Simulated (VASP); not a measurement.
# Li (P-1) in VASP: single point with PBE

Aim: the single point of Li with PBE.

Everything below comes from runs of VASP 6.6.1. Logs are shortened: lines on timing, memory, paths and dates and some standing lists are left out, and cuts for length are marked.

### 1 The cell of the first run

The typed cell holds 2 atoms: a = 3.112 Å, b = 3.071 Å, c = 5.094 Å, α = 89.36°, β = 88.27°, γ = 118.70°.

### 2 Single point, PBE (equal xy, yz and zx shear strains of +3 %)

Contents of INCAR:

```
SYSTEM = Li
PREC = Accurate
ENCUT = 520
EDIFF = 1E-6
ISMEAR = -1
SIGMA = 0.08
LREAL = .FALSE.
LASPH = .TRUE.
NELM = 80
ALGO = Normal
ISIF = 2
LWAVE = .FALSE.
LCHARG = .FALSE.
GGA = PE
NBANDS = 10
```

Contents of KPOINTS:

```
regular mesh
0
G
  15 15 8
  0 0 0
```

Contents of POSCAR:

```
Li
1.0
    3.1110021516      0.0466650323      0.0466650323
   -1.5150879724      2.6708743784      0.0170805873
    0.0763950000      0.0763950000      5.0930000000
Li
2
Direct
    0.3333333333      0.6666666667      0.2500000000
    0.6666666667      0.3333333333      0.7500000000
```

Potentials or basis: VASP PAW PBE potentials, release 64 (Li_sv).

Launch:

```
$ cat potpaw_PBE.64/Li_sv/POTCAR > POTCAR
$ mpirun -np 1 vasp_std > vasp.out
```

OUTCAR:

```text
SYSTEM = Li
   PREC = Accurate
   ENCUT = 520
   EDIFF = 1E-6
   ISMEAR = -1
   LREAL = .FALSE.
   LASPH = .TRUE.
   NELM = 80
   ISIF = 2
   GGA = PE

 ion  position               nearest neighbor table
   1  0.333  0.667  0.250-
   2  0.667  0.333  0.750-

  LATTYP: Found a triclinic cell.
 ALAT       =     3.1521462561
 B/A-ratio  =     2.3169566274
 C/A-ratio  =     0.9871693112
 COS(alpha) =     0.0012222924
 COS(beta)  =     0.5194127995
 COS(gamma) =     0.6134824164

  Lattice vectors:

 A1 = (  -1.5959141792,  -2.7175394107,  -0.0637456196)
 A2 = (  -0.0044312068,  -5.3120187891,   5.0121737931)
 A3 = (  -3.1110021516,  -0.0466650323,  -0.0466650323)

Analysis of symmetry for initial positions (statically):
=====================================================================
 Subroutine PRICEL returns:
 Original cell was already a primitive cell.

 Routine SETGRP: Setting up the symmetry group for a
 triclinic supercell.

 Subroutine GETGRP returns: Found  2 space group operations
 (whereof  2 operations were pure point group operations)
 out of a pool of  2 trial point group operations.

The static configuration has the point symmetry S_2 .

Analysis of symmetry for dynamics (positions and initial velocities):
=====================================================================
 Subroutine PRICEL returns:
 Original cell was already a primitive cell.

 Routine SETGRP: Setting up the symmetry group for a
 triclinic supercell.

 Subroutine GETGRP returns: Found  2 space group operations
 (whereof  2 operations were pure point group operations)
 out of a pool of  2 trial point group operations.

The dynamic configuration has the point symmetry S_2 .

 Subroutine INISYM returns: Found  2 space group operations
 (whereof  2 operations are pure point group operations),
 and found     1 'primitive' translations

----------------------------------------------------------------------------------------

                                     Primitive cell

  volume of cell :      42.6594

  direct lattice vectors                    reciprocal lattice vectors
     3.111002152  0.046665032  0.046665032     0.318838575  0.180913237 -0.007496277
    -1.515087972  2.670874378  0.017080587    -0.005487656  0.371331373 -0.005487656
     0.076395000  0.076395000  5.093000000    -0.002902981 -0.002902981  0.196435018

  length of vectors
     3.111702048  3.070725200  5.094145796     0.366665829  0.371412463  0.196477914

  position of ions in fractional coordinates (direct lattice)
     0.333333333  0.666666667  0.250000000
     0.666666667  0.333333333  0.750000000

  ion indices of the primitive-cell ions
   primitive index   ion index
                 1           1
                 2           2

----------------------------------------------------------------------------------------

 KPOINTS: regular mesh

Automatic generation of k-mesh.
 Grid dimensions read from file:
 generate k-points for:   15   15    8

 Generating k-lattice:

  Cartesian coordinates                     Fractional coordinates (reciprocal lattice)
     0.021255905  0.012060882 -0.000499752     0.066666667  0.000000000 -0.000000000
    -0.000365844  0.024755425 -0.000365844     0.000000000  0.066666667 -0.000000000
    -0.000362873 -0.000362873  0.024554377     0.000000000  0.000000000  0.125000000

  Length of vectors
     0.024444389  0.024760831  0.024559739

  Shift w.r.t. Gamma in fractional coordinates (k-lattice)
     0.000000000  0.000000000  0.000000000

 Subroutine IBZKPT returns following result:
 ===========================================

 Found    901 irreducible k-points:

 Following reciprocal coordinates:
            Coordinates               Weight
  0.000000  0.000000  0.000000      1.000000
  0.066667 -0.000000  0.000000      2.000000
  0.133333 -0.000000 -0.000000      2.000000
  0.200000 -0.000000 -0.000000      2.000000
  0.266667 -0.000000 -0.000000      2.000000
  0.333333 -0.000000 -0.000000      2.000000
[... 16 lines left out ...]
 -0.066667  0.066667  0.000000      2.000000
  0.000000  0.133333  0.000000      2.000000
 [... further k-points ...]
   k-points           NKPTS =    901   k-points in BZ     NKDIM =    901   number of bands    NBANDS=     10
   number of dos      NEDOS =    301   number of ions     NIONS =      2
   total plane-waves  NPLWV =  23040
   dimension x,y,z NGX =    24 NGY =   24 NGZ =   40
   dimension x,y,z NGXF=    48 NGYF=   48 NGZF=   80
   ions per type =               2
   NGX,Y,Z   is equivalent  to a cutoff of  12.82, 12.99, 13.05 a.u.
   NGXF,Y,Z  is equivalent  to a cutoff of  25.64, 25.99, 26.11 a.u.
 SYSTEM =  Li
   PREC   = accura    normal or accurate (medium, high low for compatibility)
   ISTART =      0    job   : 0-new  1-cont  2-samecut
   ICHARG =      2    charge: 1-file 2-atom 10-const
   ISPIN  =      1    spin polarized calculation?
   LNONCOLLINEAR =      F non collinear calculations
   LSORBIT =      F    spin-orbit coupling
   LASPH  =      T    aspherical Exc in radial PAW
   ENCUT  =  520.0 eV  38.22 Ry    6.18 a.u.   5.79  5.71  9.47*2*pi/ulx,y,z
   NELM   =     80;   NELMIN=  2; NELMDL= -5     # of ELM steps
   EDIFF  = 0.1E-05   stopping-criterion for ELM
   LREAL  =      F    real-space projection
   EDIFFG = 0.1E-04   stopping-criterion for IOM
   NSW    =      0    number of steps for IOM
   IBRION =     -1    ionic relax: 0-MD 1-quasi-New 2-CG
   NFREE  =      0    steps in history (QN), initial steepest desc. (CG)
   ISIF   =      2    stress and relaxation
   ISYM   =      2    0-nonsym 1-usesym 2-fastsym
   POTIM  = 0.5000    time-step for ionic-motion
   TEBEG  =    0.0;   TEEND  =   0.0 temperature during run
   PSTRESS=    0.0 pullay stress
   NELECT =       6.0000    total number of electrons
   NUPDOWN=      -1.0000    fix difference up-down
   EMIN   =  10.00;   EMAX   =-10.00  energy-range for DOS
   EFERMI =   0.00;   METHOD = LEGACY
   ISMEAR =    -1;   SIGMA  =   0.08  broadening in eV -4-tet -1-fermi 0-gaus
   EFERMI_NEDOS =   21; number of points for ismear=-14 and -15
   IALGO  =     38    algorithm
   IMIX   =      4    mixing-type and parameters
     AMIX     =   0.40;   BMIX     =  1.00
     AMIX_MAG =   1.60;   BMIX_MAG =  1.00
  volume/ion in A,a.u.               =      21.33       143.94
  Fermi-wavevector in a.u.,A,eV,Ry     =   0.851374  1.608864  9.862015  0.724838
  Thomas-Fermi vector in A             =   1.967497
   LORBIT       =      0    0 simple, 1 ext, 2 COOP (PROOUT), +10 PAW based schemes
   GGA     = PE    functional components
   LHFCALC =     F    Hartree Fock is set to
   AEXX    =    0.0000 exact exchange contribution
   IVDW    =     0    specifies the selected vdW correction
   LEPSILON=     F    determine dielectric tensor
   LRPA    =     F    only Hartree local field effects (RPA)
 non-spin polarized calculation
  energy-cutoff  :      520.00
  volume of cell :       42.66
 maximum number of plane-waves:      1166
   NGX = 11   NGY = 11   NGZ = 19

 number of electron       6.0000000 magnetization

 Free energy of the ion-electron system (eV)
  ---------------------------------------------------
  ext. energy  EPLUGINS =         0.00000000
  ---------------------------------------------------
  free energy    TOTEN  =        -3.81573221 eV

  energy without entropy =       -3.79428597  energy(sigma->0) =       -3.80500909

 E-fermi :   0.4822     XC(G=0):  -6.9214

 val. band max:        0.4799485679   @ k =  -0.1333  -0.2667   0.3750
 cond. band min:       0.4827031712   @ k =  -0.0000  -0.2667   0.2500
 fundamental gap:      0.0027546033
 Fermi energy:         0.4822344262

 k-point     1 :       0.0000    0.0000    0.0000
  band No.  band energies     occupation
      1     -46.1323      2.00000
      2     -46.1177      2.00000
      3      -3.0076      2.00000
      4       0.4799      1.01470
      5       3.2331      0.00000
      6      12.3111      0.00000
      7      12.7314      0.00000
      8      13.6281      0.00000
      9      14.0950      0.00000
     10      14.4009      0.00000

 k-point     2 :       0.0667   -0.0000    0.0000
  band No.  band energies     occupation
      1     -46.1317      2.00000
      2     -46.1174      2.00000
      3      -2.9397      2.00000
      4       0.5671      0.51438
      5       3.2619      0.00000
      6      11.4756      0.00000
      7      12.2239      0.00000
      8      13.7581      0.00000
      9      14.3188      0.00000
     10      14.3704      0.00000

 k-point     3 :       0.1333   -0.0000   -0.0000
  band No.  band energies     occupation
      1     -46.1302      2.00000
      2     -46.1167      2.00000
      3      -2.7365      2.00000
      4       0.8283      0.02610
      5       3.3415      0.00000
      6       9.9187      0.00000
      7      11.4194      0.00000
      8      13.4048      0.00000
      9      14.0577      0.00000
     10      14.4876      0.00000

 k-point     4 :       0.2000   -0.0000   -0.0000
  band No.  band energies     occupation
      1     -46.1279      2.00000
      2     -46.1158      2.00000
      3      -2.3974      2.00000
      4       1.2621      0.00012
      5       3.4444      0.00000
      6       8.3293      0.00000
      7      10.6587      0.00000
      8      12.1537      0.00000
      9      13.1886      0.00000
     10      14.1816      0.00000
[... 222 lines left out ...]
 k-point    22 :      -0.1333    0.0667    0.0000
  band No.  band energies     occupation
      1     -46.1306      2.00000
      2     -46.1169      2.00000
      3      -2.7989      2.00000
      4       0.7495      0.06838
      5       3.3202      0.00000
      6      10.6380      0.00000
      7      11.3386      0.00000
      8      13.7014      0.00000
      9      14.1450      0.00000
     10      14.3182      0.00000

 k-point    23 :      -0.0667    0.0667    0.0000
  band No.  band energies     occupation
      1     -46.1317      2.00000
      2     -46.1174      2.00000
      3      -2.9363      2.00000
      4       0.5725      0.48875
      5       3.2639      0.00000
      6      11.7808      0.00000
      7      12.0645      0.00000
      8      13.8528      0.00000
      9      13.9921      0.00000
     10      14.3662      0.00000

 k-point    24 :       0.0000    0.1333    0.0000
  band No.  band energies     occupation
      1     -46.1301      2.00000
      2     -46.1166      2.00000
      3      -2.7293      2.00000
      4       0.8393      0.02278
      5       3.3472      0.00000
      6      10.2372      0.00000
      7      11.1317      0.00000
      8      13.6326      0.00000
      9      13.9950      0.00000
     10      14.2837      0.00000

 [... further k-points ...]

------------------------ aborting loop because EDIFF is reached ----------------------------------------

  FORCE on cell =-STRESS in cart. coord.  units (eV):
  Direction    XX          YY          ZZ          XY          YZ          ZX
  --------------------------------------------------------------------------------------
  -------------------------------------------------------------------------------------
  Total       -0.1982933     -0.1881072     -0.1861857     -0.0462193     -0.0419217     -0.0424969
  in kB       -7.4473885     -7.0648244     -6.9926590     -1.7358785     -1.5744716     -1.5960730
  external PRESSURE =      -7.1682907 kB  Pullay stress =       0.0000000 kB

 VOLUME and BASIS-vectors are now :
 -----------------------------------------------------------------------------
  energy-cutoff  :      520.00
  volume of cell :       42.66
      direct lattice vectors                 reciprocal lattice vectors
     3.111002152  0.046665032  0.046665032     0.318838575  0.180913237 -0.007496277
    -1.515087972  2.670874378  0.017080587    -0.005487656  0.371331373 -0.005487656
     0.076395000  0.076395000  5.093000000    -0.002902981 -0.002902981  0.196435018

 POSITION                                       TOTAL-FORCE (eV/Angst)
 -----------------------------------------------------------------------------------
      0.04604      1.81524      1.30019        -0.009397     -0.000172      0.001565
      1.62627      0.97870      3.85655         0.009397      0.000172     -0.001565
 -----------------------------------------------------------------------------------
    total drift:                               -0.000000      0.000000     -0.000000

  FREE ENERGIE OF THE ION-ELECTRON SYSTEM (eV)
  ---------------------------------------------------
  free  energy   TOTEN  =        -3.8157322109 eV

  energy  without entropy=       -3.7942859749  energy(sigma->0) =       -3.80500909
```

Run time: 4.2 min. Hardware: 1 thread of Intel Xeon 8259CL, shared host; peak memory 0.38 GiB.

Results:

* Free energy: -3.8157 eV
* Largest force: 0.010 eV/Å
* Band gap on the k mesh: zero (bands 3 and 4 overlap by 4.40 eV)

Forces on the atoms (eV/Å):
```
Li  -0.009  0.000  0.002
Li   0.009  0.000 -0.002
```

Caveat: the cell differs from its parent crystal (equal xy, yz and zx shear strains of +3 %); the cutoff is under 1.25 times the usual one of these potentials, so pressure, stress and relaxed cells hold a basis-set (Pulay) error.
